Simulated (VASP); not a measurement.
Crystal: C.

```xyz
2
Lattice="0.0000 1.7789 1.7789 1.7789 0.0000 1.7789 1.7789 1.7789 0.0000" Properties=species:S:1:pos:R:3 pbc="T T T"
C     0.0000    0.0000    0.0000
C     0.8895    0.8895    0.8895
```

Base run:

| Property | Result |
| --- | --- |
| Program | VASP 6.6.1 |
| Functional | r2SCAN |
| Dispersion | rVV10 |
| Potentials or basis | VASP PAW PBE potentials, release 64 (C_h) |
| Cutoff | 910 eV |
| k mesh | 14 × 14 × 14 |
| Occupations | fermi-dirac, width 0.03 eV |
| Spin | no spin polarisation |

Its results: band gap on the k mesh 4.34 eV, indirect (least direct gap 5.89 eV); pressure -0.9 GPa.

Question: The run is repeated on the same cell with these changes: potentials or basis from VASP PAW PBE potentials, release 64 (C_h) to VASP PAW PBE potentials, release 64 (C); cutoff from 910 eV to 520 eV. What comes out?

Answer: Band gap on the k mesh 4.31 eV, indirect (least direct gap 5.85 eV); pressure 1.1 GPa.

Caveats: the PAW data sets were made with another functional, which shifts forces and pressure a little; the cutoff is under 1.25 times the usual one of these potentials, so pressure, stress and relaxed cells hold a basis-set (Pulay) error (some runs).

A k mesh can miss the band edges.
